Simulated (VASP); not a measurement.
# W8C8F in VASP: single point with PBE

Aim: the single point of W8C8F with PBE.

Everything below comes from runs of VASP 6.6.1. Logs are shortened: lines on timing, memory, paths and dates and some standing lists are left out, and cuts for length are marked.

## Step 1: The cell of the first run

The cell holds a slab with vacuum, 17 atoms: a = 5.678 Å, b = 5.678 Å, c = 15.183 Å, α = 90.00°, β = 90.00°, γ = 120.00°.

## Step 2: Single point, PBE

The input, INCAR:

```
SYSTEM = W8C8F
ALGO = Normal ; EDIFF = 1E-6
ENCUT = 520 ; GGA = PE
ISIF = 2 ; ISMEAR = 0
LASPH = .TRUE. ; LCHARG = .FALSE.
LREAL = Auto ; LWAVE = .FALSE.
NBANDS = 90 ; NELM = 60
PREC = Accurate ; SIGMA = 0.1
```

The input, KPOINTS:

```
k-points
0
G
  4 4 1
  0 0 0
```

The input, POSCAR:

```
W8C8F
1.0
    5.6779000000      0.0000000000      0.0000000000
   -2.8389500000      4.9172060000      0.0000000000
    0.0000000000      0.0000000000     15.1826300000
W C F
8 8 1
Direct
    0.0000000000      0.0000000000      0.0658646756
   -0.0001806955      0.0001236475      0.2571362142
    0.0000000000      0.5000000000      0.0658646756
   -0.0020628485      0.4991240961      0.2563115218
    0.5000000000      0.0000000000      0.0658646756
    0.5007446087      0.0019805963      0.2563153419
    0.5000000000      0.5000000000      0.0658646756
    0.5008105974      0.4991533810      0.2562654823
    0.3329465397      0.1664365902      0.1540673124
    0.3372774272      0.1688721197      0.3327461053
    0.3332907662      0.6667034084      0.1557243376
    0.3333639738      0.6666722932      0.3416785498
    0.8334066936      0.1664805176      0.1540914189
    0.8312349705      0.1687972804      0.3327899712
    0.8334317086      0.6669722603      0.1540642827
    0.8312356671      0.6627513673      0.3327839775
    0.3341603840      0.6665327830      0.4292550764
```

Potentials or basis: VASP PAW PBE potentials, release 64 (W_sv, C, F).

Launch:

```console
$ cat potpaw_PBE.64/W_sv/POTCAR potpaw_PBE.64/C/POTCAR potpaw_PBE.64/F/POTCAR > POTCAR
$ mpirun -np 1 vasp_std > vasp.out
```

OUTCAR:

```text
SYSTEM = W8C8F
   EDIFF = 1E-6
   ENCUT = 520
   GGA = PE
   ISIF = 2
   ISMEAR = 0
   LASPH = .TRUE.
   LREAL = Auto
   NELM = 60
   PREC = Accurate

 ion  position               nearest neighbor table
   1  0.000  0.000  0.066-   9 2.12  15 2.12  13 2.12   5 2.84   5 2.84   3 2.84   3 2.84   7 2.84
                             7 2.84   2 2.90
   2  1.000  0.000  0.257-  14 2.02  16 2.02  10 2.02  13 2.26   9 2.27  15 2.27   4 2.84   8 2.84
                             6 2.84   6 2.84   8 2.84   4 2.84   1 2.90
   3  0.000  0.500  0.066-  15 2.12  13 2.12  11 2.13   7 2.84   7 2.84   5 2.84   1 2.84   1 2.84
                             5 2.84   4 2.89
   4  0.998  0.499  0.256-  16 2.00  14 2.00  12 2.10  11 2.25  15 2.25  13 2.25   8 2.82   6 2.82
                             2 2.84   2 2.84   6 2.86   8 2.86   3 2.89
   5  0.500  0.000  0.066-  13 2.12   9 2.12  11 2.13   1 2.84   1 2.84   3 2.84   7 2.84   7 2.84
                             3 2.84   6 2.89
   6  0.501  0.002  0.256-  10 2.00  14 2.00  12 2.10  11 2.25   9 2.25  13 2.25   8 2.82   4 2.82
                             2 2.84   2 2.84   4 2.86   8 2.86   5 2.89
   7  0.500  0.500  0.066-  15 2.12   9 2.12  11 2.13   3 2.84   3 2.84   1 2.84   5 2.84   5 2.84
                             1 2.84   8 2.89
   8  0.501  0.499  0.256-  10 2.00  16 2.00  12 2.10  11 2.25  15 2.25   9 2.25   6 2.82   4 2.82
                             2 2.84   2 2.84   4 2.86   6 2.86   7 2.89
   9  0.333  0.166  0.154-   1 2.12   5 2.12   7 2.12   6 2.25   8 2.25   2 2.27
  10  0.337  0.169  0.333-   6 2.00   8 2.00   2 2.02
  11  0.333  0.667  0.156-   3 2.13   5 2.13   7 2.13   8 2.25   6 2.25   4 2.25
  12  0.333  0.667  0.342-  17 1.33   8 2.10   6 2.10   4 2.10
  13  0.833  0.166  0.154-   1 2.12   5 2.12   3 2.12   4 2.25   6 2.25   2 2.26
  14  0.831  0.169  0.333-   4 2.00   6 2.00   2 2.02
  15  0.833  0.667  0.154-   1 2.12   7 2.12   3 2.12   4 2.25   8 2.25   2 2.27
  16  0.831  0.663  0.333-   4 2.00   8 2.00   2 2.02
  17  0.334  0.667  0.429-  12 1.33

  LATTYP: Found a hexagonal cell.
 ALAT       =     5.6779000000
 C/A-ratio  =     2.6739868613

  Lattice vectors:

 A1 = (   5.6779000000,   0.0000000000,   0.0000000000)
 A2 = (  -2.8389500000,   4.9172060000,   0.0000000000)
 A3 = (   0.0000000000,   0.0000000000,  15.1826300000)

Analysis of symmetry for initial positions (statically):
=====================================================================
 Subroutine PRICEL returns:
 Original cell was already a primitive cell.

 Routine SETGRP: Setting up the symmetry group for a
 hexagonal supercell.

 Subroutine GETGRP returns: Found  1 space group operations
 (whereof  1 operations were pure point group operations)
 out of a pool of 24 trial point group operations.

The static configuration has the point symmetry C_1 .

Analysis of symmetry for dynamics (positions and initial velocities):
=====================================================================
 Subroutine PRICEL returns:
 Original cell was already a primitive cell.

 Routine SETGRP: Setting up the symmetry group for a
 hexagonal supercell.

 Subroutine GETGRP returns: Found  1 space group operations
 (whereof  1 operations were pure point group operations)
 out of a pool of 24 trial point group operations.

The dynamic configuration has the point symmetry C_1 .

 Subroutine INISYM returns: Found  1 space group operations
 (whereof  1 operations are pure point group operations),
 and found     1 'primitive' translations

----------------------------------------------------------------------------------------

                                     Primitive cell

  volume of cell :     423.8900

  direct lattice vectors                    reciprocal lattice vectors
     5.677900000  0.000000000  0.000000000     0.176121453  0.101683761  0.000000000
    -2.838950000  4.917206000  0.000000000     0.000000000  0.203367522  0.000000000
     0.000000000  0.000000000 15.182630000     0.000000000  0.000000000  0.065864741

  length of vectors
     5.677900000  5.677900312 15.182630000     0.203367533  0.203367522  0.065864741

  position of ions in fractional coordinates (direct lattice)
     0.000000000  0.000000000  0.065864676
     0.999819305  0.000123647  0.257136214
     0.000000000  0.500000000  0.065864676
     0.997937151  0.499124096  0.256311522
     0.500000000  0.000000000  0.065864676
     0.500744609  0.001980596  0.256315342
[... 9 lines left out ...]
     0.831235667  0.662751367  0.332783978
     0.334160384  0.666532783  0.429255076

  ion indices of the primitive-cell ions
   primitive index   ion index
                 1           1
                 2           2
                 3           3
                 4           4
                 5           5
                 6           6
[... 9 lines left out ...]
                16          16
                17          17

----------------------------------------------------------------------------------------

 KPOINTS: k-points

Automatic generation of k-mesh.
 Grid dimensions read from file:
 generate k-points for:    4    4    1

 Generating k-lattice:

  Cartesian coordinates                     Fractional coordinates (reciprocal lattice)
     0.044030363  0.025420940  0.000000000     0.250000000  0.000000000  0.000000000
     0.000000000  0.050841881  0.000000000     0.000000000  0.250000000  0.000000000
     0.000000000  0.000000000  0.065864741     0.000000000  0.000000000  1.000000000

  Length of vectors
     0.050841883  0.050841881  0.065864741

  Shift w.r.t. Gamma in fractional coordinates (k-lattice)
     0.000000000  0.000000000  0.000000000

 Subroutine IBZKPT returns following result:
 ===========================================

 Found     10 irreducible k-points:

 Following reciprocal coordinates:
            Coordinates               Weight
  0.000000  0.000000  0.000000      1.000000
  0.250000  0.000000  0.000000      2.000000
  0.000000  0.250000  0.000000      2.000000
 -0.250000  0.250000  0.000000      2.000000
  0.500000  0.000000  0.000000      1.000000
  0.000000  0.500000  0.000000      1.000000
  0.500000  0.500000  0.000000      1.000000
  0.250000  0.250000  0.000000      2.000000
 -0.250000  0.500000  0.000000      2.000000
  0.500000  0.250000  0.000000      2.000000
   k-points           NKPTS =     10   k-points in BZ     NKDIM =     10   number of bands    NBANDS=     90
   number of dos      NEDOS =    301   number of ions     NIONS =     17
   total plane-waves  NPLWV = 211680
   dimension x,y,z NGX =    42 NGY =   42 NGZ =  120
   dimension x,y,z NGXF=    84 NGYF=   84 NGZF=  240
   ions per type =               8   8   1
   NGX,Y,Z   is equivalent  to a cutoff of  12.30, 12.30, 13.14 a.u.
   NGXF,Y,Z  is equivalent  to a cutoff of  24.59, 24.59, 26.28 a.u.
 SYSTEM =  W8C8F
   PREC   = accura    normal or accurate (medium, high low for compatibility)
   ISTART =      0    job   : 0-new  1-cont  2-samecut
   ICHARG =      2    charge: 1-file 2-atom 10-const
   ISPIN  =      1    spin polarized calculation?
   LNONCOLLINEAR =      F non collinear calculations
   LSORBIT =      F    spin-orbit coupling
   LASPH  =      T    aspherical Exc in radial PAW
   ENCUT  =  520.0 eV  38.22 Ry    6.18 a.u.  10.56 10.56 28.23*2*pi/ulx,y,z
   NELM   =     60;   NELMIN=  2; NELMDL= -5     # of ELM steps
   EDIFF  = 0.1E-05   stopping-criterion for ELM
   LREAL  =      T    real-space projection
   EDIFFG = 0.1E-04   stopping-criterion for IOM
   NSW    =      0    number of steps for IOM
   IBRION =     -1    ionic relax: 0-MD 1-quasi-New 2-CG
   NFREE  =      0    steps in history (QN), initial steepest desc. (CG)
   ISIF   =      2    stress and relaxation
   ISYM   =      2    0-nonsym 1-usesym 2-fastsym
   POTIM  = 0.5000    time-step for ionic-motion
   TEBEG  =    0.0;   TEEND  =   0.0 temperature during run
   PSTRESS=    0.0 pullay stress
   NELECT =     151.0000    total number of electrons
   NUPDOWN=      -1.0000    fix difference up-down
   EMIN   =  10.00;   EMAX   =-10.00  energy-range for DOS
   EFERMI =   0.00;   METHOD = LEGACY
   ISMEAR =     0;   SIGMA  =   0.10  broadening in eV -4-tet -1-fermi 0-gaus
   EFERMI_NEDOS =   21; number of points for ismear=-14 and -15
   IALGO  =     38    algorithm
   IMIX   =      4    mixing-type and parameters
     AMIX     =   0.40;   BMIX     =  1.00
     AMIX_MAG =   1.60;   BMIX_MAG =  1.00
  volume/ion in A,a.u.               =      24.93       168.27
  Fermi-wavevector in a.u.,A,eV,Ry     =   1.160511  2.193049 18.324147  1.346787
  Thomas-Fermi vector in A             =   2.297093
   LORBIT       =      0    0 simple, 1 ext, 2 COOP (PROOUT), +10 PAW based schemes
   GGA     = PE    functional components
   LHFCALC =     F    Hartree Fock is set to
   AEXX    =    0.0000 exact exchange contribution
   IVDW    =     0    specifies the selected vdW correction
   LEPSILON=     F    determine dielectric tensor
   LRPA    =     F    only Hartree local field effects (RPA)
 non-spin polarized calculation
 Gauss-broadening in eV      SIGMA  =   0.10
  energy-cutoff  :      520.00
  volume of cell :      423.89
 maximum number of plane-waves:     11469
   NGX = 21   NGY = 21   NGZ = 57

 number of electron     151.0000036 magnetization

 Free energy of the ion-electron system (eV)
  ---------------------------------------------------
  ext. energy  EPLUGINS =         0.00000000
  ---------------------------------------------------
  free energy    TOTEN  =      -166.68298453 eV

  energy without entropy =     -166.63257148  energy(sigma->0) =     -166.65777800

 E-fermi :   1.0410     XC(G=0):  -6.8186

 val. band max:        1.0207269779   @ k =   0.5000   0.5000   0.0000
 cond. band min:       1.0604697884   @ k =  -0.2500   0.2500   0.0000
 fundamental gap:      0.0397428105
 Fermi energy:         1.0409969937

 k-point     1 :       0.0000    0.0000    0.0000
  band No.  band energies     occupation
      1     -72.7210      2.00000
      2     -72.6508      2.00000
      3     -72.6467      2.00000
      4     -72.6465      2.00000
      5     -72.6369      2.00000
      6     -72.5327      2.00000
[... 889 lines left out ...]
     86       3.6796      0.00000
     87       3.7503      0.00000
 [bands above 87 left out]

------------------------ aborting loop because EDIFF is reached ----------------------------------------

  FORCE on cell =-STRESS in cart. coord.  units (eV):
  Direction    XX          YY          ZZ          XY          YZ          ZX
  --------------------------------------------------------------------------------------
  -------------------------------------------------------------------------------------
  Total       24.7927645     24.7819597      1.4015161     -0.0200865     -0.0143471      0.0005783
  in kB       93.7092339     93.6683948      5.2973116     -0.0759209     -0.0542278      0.0021858
  external PRESSURE =      64.2249801 kB  Pullay stress =       0.0000000 kB

 VOLUME and BASIS-vectors are now :
 -----------------------------------------------------------------------------
  energy-cutoff  :      520.00
  volume of cell :      423.89
      direct lattice vectors                 reciprocal lattice vectors
     5.677900000  0.000000000  0.000000000     0.176121453  0.101683761  0.000000000
    -2.838950000  4.917206000  0.000000000     0.000000000  0.203367522  0.000000000
     0.000000000  0.000000000 15.182630000     0.000000000  0.000000000  0.065864741

 POSITION                                       TOTAL-FORCE (eV/Angst)
 -----------------------------------------------------------------------------------
      0.00000      0.00000      1.00000        -0.005357      0.000688     -0.134748
      5.67652      0.00061      3.90400         0.012664     -0.010465     -0.035505
     -1.41948      2.45860      1.00000         0.076744      0.045675     -0.026453
      4.24920      2.45430      3.89148         0.028430      0.015882     -0.018164
      2.83895      0.00000      1.00000        -0.003329     -0.092469     -0.027965
      2.83755      0.00974      3.89154         0.016180     -0.023610     -0.023875
[... 9 lines left out ...]
      2.83816      3.25888      5.05254        -0.005948     -0.005089      0.086067
      0.00508      3.27748      6.51722        -0.012402      0.001535      0.404265
 -----------------------------------------------------------------------------------
    total drift:                                0.004658     -0.004811      0.005776

  FREE ENERGIE OF THE ION-ELECTRON SYSTEM (eV)
  ---------------------------------------------------
  free  energy   TOTEN  =      -166.6829845279 eV

  energy  without entropy=     -166.6325714797  energy(sigma->0) =     -166.65777800
```

Run time: 10 min. Hardware: 1 thread of Intel Xeon Platinum 8559C (Emerald Rapids), shared host; peak memory 0.61 GiB.

Results:

| Property | Result |
| --- | --- |
| Free energy | -166.6830 eV |
| Largest force | 0.404 eV/Å |
| Band gap on the k mesh | zero (an odd number of electrons rules out a gap without spin polarisation) |

Forces in eV/Å, atoms in the order of the input:
```
W   -0.005  0.001 -0.135
W    0.013 -0.010 -0.036
W    0.077  0.046 -0.026
W    0.028  0.016 -0.018
W   -0.003 -0.092 -0.028
W    0.016 -0.024 -0.024
W   -0.084  0.046 -0.031
W   -0.003  0.009 -0.022
C   -0.009  0.005 -0.003
C    0.002 -0.001  0.099
C   -0.002 -0.002  0.000
C   -0.002  0.003 -0.351
C    0.002  0.002 -0.007
C   -0.010 -0.001  0.093
C   -0.001  0.007 -0.003
C   -0.006 -0.005  0.086
F   -0.012  0.002  0.404
```

Caveat: there is no dipole correction, which matters where the two faces differ; spin-orbit coupling is left out, which moves the levels of the heavy elements; an odd number of electrons without spin polarisation forces a metal; a magnetic or distorted state may lie lower.

The gap in the log of VASP goes by the Fermi energy; the results here count the filled bands.